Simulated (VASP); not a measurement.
# Pt in VASP: relaxation of the atoms with PBE

Aim: the relaxation of the atoms of Pt with PBE.

Everything below comes from runs of VASP 6.6.1. Logs are shortened: lines on timing, memory, paths and dates and some standing lists are left out, and cuts for length are marked.

### Step 1. The cell of the first run

The cell holds a slab with vacuum, 4 atoms: a = 2.808 Å, b = 2.808 Å, c = 22.878 Å, α = 90.00°, β = 90.00°, γ = 120.00°.

### Step 2. Relaxation of the atoms, PBE

Input file INCAR:

```
SYSTEM = Pt
PREC     = Accurate       ! precision mode
ENCUT    = 520            ! plane-wave cutoff, eV
EDIFF    = 1E-6           ! SCF threshold, eV
ISMEAR   = -1             ! smearing method
SIGMA    = 0.08           ! smearing width, eV
LREAL    = .FALSE.        ! projectors in reciprocal space
LASPH    = .TRUE.         ! aspherical terms in the spheres
NELM     = 100            ! most SCF steps
ALGO     = Normal         ! electronic algorithm
ISIF     = 2              ! what is computed and relaxed
LWAVE    = .FALSE.        ! write WAVECAR
LCHARG   = .FALSE.        ! write CHGCAR
LDIPOL   = .TRUE.       
IDIPOL   = 3            
DIPOL    = 0.5 0.5 0.500
GGA      = PE             ! functional
IBRION   = 2              ! ionic algorithm
NSW      = 32             ! ionic steps
EDIFFG   = -0.01          ! ionic threshold
```

Input file KPOINTS:

```
Automatic mesh
0
G
  13 13 1
  0 0 0
```

Input file POSCAR:

```
Pt
1.0
    2.8080030018      0.0000000000      0.0000000000
   -1.4040015009      2.4318019335      0.0000000000
    0.0000000000      0.0000000000     22.8782000000
Pt
4
Direct
    0.0000000000      0.0000000000      0.3495850144
    0.3333333333      0.6666666667      0.4503566078
    0.6666666667      0.3333333333      0.5496433921
    0.0000000000      0.0000000000      0.6504149850
```

Potentials or basis: VASP PAW PBE potentials, release 64 (Pt).

The run is started by

```console
$ cat potpaw_PBE.64/Pt/POTCAR > POTCAR
$ mpirun -np 1 vasp_std > vasp.out
```

OUTCAR:

```text
SYSTEM = Pt
   PREC = Accurate
   ENCUT = 520
   EDIFF = 1E-6
   ISMEAR = -1
   LREAL = .FALSE.
   LASPH = .TRUE.
   NELM = 100
   ISIF = 2
   GGA = PE
   IBRION = 2
   NSW = 32
   EDIFFG = -0.01

 ion  position               nearest neighbor table
   1  0.000  0.000  0.350-   2 2.82   2 2.82   2 2.82
   2  0.333  0.667  0.450-   3 2.79   3 2.79   3 2.79   1 2.82   1 2.82   1 2.82
   3  0.667  0.333  0.550-   2 2.79   2 2.79   2 2.79   4 2.82   4 2.82   4 2.82
   4  0.000  0.000  0.650-   3 2.82   3 2.82   3 2.82

  LATTYP: Found a hexagonal cell.
 ALAT       =     2.8080030018
 C/A-ratio  =     8.1474984127

  Lattice vectors:

 A1 = (   2.8080030018,   0.0000000000,   0.0000000000)
 A2 = (  -1.4040015009,   2.4318019335,   0.0000000000)
 A3 = (   0.0000000000,   0.0000000000,  22.8782000000)

Analysis of symmetry for initial positions (statically):
=====================================================================
 Subroutine PRICEL returns:
 Original cell was already a primitive cell.

 Routine SETGRP: Setting up the symmetry group for a
 hexagonal supercell.

 Subroutine GETGRP returns: Found 12 space group operations
 (whereof 12 operations were pure point group operations)
 out of a pool of 24 trial point group operations.

The static configuration has the point symmetry D_3d.

Analysis of symmetry for dynamics (positions and initial velocities):
=====================================================================
 Subroutine PRICEL returns:
 Original cell was already a primitive cell.

 Routine SETGRP: Setting up the symmetry group for a
 hexagonal supercell.

 Subroutine GETGRP returns: Found 12 space group operations
 (whereof 12 operations were pure point group operations)
 out of a pool of 24 trial point group operations.

The dynamic configuration has the point symmetry D_3d.

 Subroutine INISYM returns: Found 12 space group operations
 (whereof 12 operations are pure point group operations),
 and found     1 'primitive' translations

[... 99 lines left out ...]
   NFREE  =      1    steps in history (QN), initial steepest desc. (CG)
   ISIF   =      2    stress and relaxation
   ISYM   =      2    0-nonsym 1-usesym 2-fastsym
   POTIM  = 0.5000    time-step for ionic-motion
   TEBEG  =    0.0;   TEEND  =   0.0 temperature during run
   PSTRESS=    0.0 pullay stress
   NELECT =      40.0000    total number of electrons
   NUPDOWN=      -1.0000    fix difference up-down
   EMIN   =  10.00;   EMAX   =-10.00  energy-range for DOS
   EFERMI =   0.00;   METHOD = LEGACY
   ISMEAR =    -1;   SIGMA  =   0.08  broadening in eV -4-tet -1-fermi 0-gaus
   EFERMI_NEDOS =   21; number of points for ismear=-14 and -15
   IALGO  =     38    algorithm
   IMIX   =      4    mixing-type and parameters
     AMIX     =   0.40;   BMIX     =  1.00
     AMIX_MAG =   1.60;   BMIX_MAG =  1.00
  volume/ion in A,a.u.               =      39.06       263.56
  Fermi-wavevector in a.u.,A,eV,Ry     =   1.039551  1.964466 14.703345  1.080665
  Thomas-Fermi vector in A             =   2.174086
   LORBIT       =      0    0 simple, 1 ext, 2 COOP (PROOUT), +10 PAW based schemes
   GGA     = PE    functional components
   LHFCALC =     F    Hartree Fock is set to
   AEXX    =    0.0000 exact exchange contribution
   IVDW    =     0    specifies the selected vdW correction
   LEPSILON=     F    determine dielectric tensor
   LRPA    =     F    only Hartree local field effects (RPA)
 conjugate gradient relaxation of ions
 non-spin polarized calculation
  energy-cutoff  :      520.00
  volume of cell :      156.22
 maximum number of plane-waves:      4229
 NGX is ok and might be reduce to    24
   NGX = 11   NGY = 11   NGZ = 85

--------------------------------------- Ionic step        1  -------------------------------------------

 number of electron      39.9999998 magnetization

 Free energy of the ion-electron system (eV)
  ---------------------------------------------------
  ext. energy  EPLUGINS =         0.00000000
  ---------------------------------------------------
  free energy    TOTEN  =       -23.20998075 eV

  energy without entropy =      -23.04107575  energy(sigma->0) =      -23.12552825

------------------------ aborting loop because EDIFF is reached ----------------------------------------

  FORCE on cell =-STRESS in cart. coord.  units (eV):
  Direction    XX          YY          ZZ          XY          YZ          ZX
  --------------------------------------------------------------------------------------
  -------------------------------------------------------------------------------------
  Total       -4.3877608     -4.3877608     -0.1769286      0.0000000      0.0000000     -0.0000000
  in kB      -44.9993153    -44.9993153     -1.8145169      0.0000000      0.0000000     -0.0000000
  external PRESSURE =     -30.6043825 kB  Pullay stress =       0.0000000 kB
[... 139 lines left out ...]
--------------------------------------- Ionic step        5  -------------------------------------------

 number of electron      39.9999998 magnetization

 dipolmoment           0.000000      0.000000      0.000000 electrons x Angstroem

 Free energy of the ion-electron system (eV)
  ---------------------------------------------------
  ext. energy  EPLUGINS =         0.00000000
  ---------------------------------------------------
  free energy    TOTEN  =       -23.21007209 eV

  energy without entropy =      -23.04097497  energy(sigma->0) =      -23.12552353

 E-fermi :   0.7996     XC(G=0):  -6.0861

 val. band max:        0.7962215769   @ k =   0.3077   0.0769   0.0000
 cond. band min:       0.8043304343   @ k =   0.3846   0.0769   0.0000
 fundamental gap:      0.0081088575
 Fermi energy:         0.7996132812

 k-point     1 :       0.0000    0.0000    0.0000
  band No.  band energies     occupation
      1      -8.4750      2.00000
      2      -7.1483      2.00000
      3      -6.0362      2.00000
      4      -5.9575      2.00000
      5      -2.8011      2.00000
      6      -2.6803      2.00000
[... 556 lines left out ...]
     23       6.0270      0.00000
     24       6.0938      0.00000

------------------------ aborting loop because EDIFF is reached ----------------------------------------

 vacuum level on the upper side and lower side of the slab       (xc-potential included)        -0.072        -0.072

  FORCE on cell =-STRESS in cart. coord.  units (eV):
  Direction    XX          YY          ZZ          XY          YZ          ZX
  --------------------------------------------------------------------------------------
  -------------------------------------------------------------------------------------
  Total       -4.2925271     -4.2925271     -0.0325738      0.0000000      0.0000000      0.0000000
  in kB      -44.0226328    -44.0226328     -0.3340655      0.0000000      0.0000000      0.0000000
  external PRESSURE =     -29.4597771 kB  Pullay stress =       0.0000000 kB
[... 19 lines left out ...]
  FREE ENERGIE OF THE ION-ELECTRON SYSTEM (eV)
  ---------------------------------------------------
  free  energy   TOTEN  =       -23.2100720936 eV

  energy  without entropy=      -23.0409749690  energy(sigma->0) =      -23.12552353

 reached required accuracy - stopping structural energy minimisation

 vacuum level on the upper side and lower side of the slab         6.431         6.431
```

OSZICAR:

```text
N       E                     dE             d eps       ncg     rms          rms(c)
DAV:   1     0.267975502280E+03    0.26798E+03   -0.18036E+04  1008   0.142E+03
DAV:   2    -0.945858193811E+01   -0.27743E+03   -0.26649E+03  1304   0.279E+02
DAV:   3    -0.243095676648E+02   -0.14851E+02   -0.14161E+02  1368   0.591E+01
DAV:   4    -0.247128911750E+02   -0.40332E+00   -0.40019E+00  1152   0.108E+01
[... 44 lines left out ...]
DAV:   3    -0.232101183450E+02   -0.29100E-04   -0.49493E-04  1176   0.141E-01    0.822E-02
DAV:   4    -0.232100738284E+02    0.44517E-04   -0.15870E-04  1176   0.831E-02    0.217E-02
DAV:   5    -0.232100733748E+02    0.45356E-06   -0.38856E-05  1248   0.378E-02    0.111E-02
DAV:   6    -0.232100722600E+02    0.11149E-05   -0.91869E-06   752   0.215E-02    0.422E-03
DAV:   7    -0.232100720936E+02    0.16636E-06   -0.56763E-07   504   0.466E-03
   5 F= -.23210072E+02 E0= -.23125524E+02  d E =-.446592E-04
```

Run time: 6.5 min. Hardware: 1 thread of AMD EPYC 7R13, shared host; peak memory 0.31 GiB.

Results:

* Free energy: -23.2101 eV
* Energy gained by relaxing: 0.0 meV/atom
* Ionic steps: 5
* Largest force after relaxing: 0.005 eV/Å

Forces on the atoms (eV/Å):
```
Pt   0.000  0.000 -0.005
Pt   0.000  0.000  0.005
Pt   0.000  0.000 -0.005
Pt   0.000  0.000  0.005
```

Final structure:
```yaml
crystal:
  lattice:
    - [2.80800, 0.00000, 0.00000]
    - [-1.40400, 2.43180, 0.00000]
    - [0.00000, 0.00000, 22.87820]
  atoms:
    - { symbol: Pt, position: [0.00000, 0.00000, 0.34982] }
    - { symbol: Pt, position: [0.33333, 0.66667, 0.45041] }
    - { symbol: Pt, position: [0.66667, 0.33333, 0.54959] }
    - { symbol: Pt, position: [0.00000, 0.00000, 0.65018] }
```

Caveat: the highest band is partly filled, so the run has too few bands; spin-orbit coupling is left out, which moves the levels of the heavy elements.
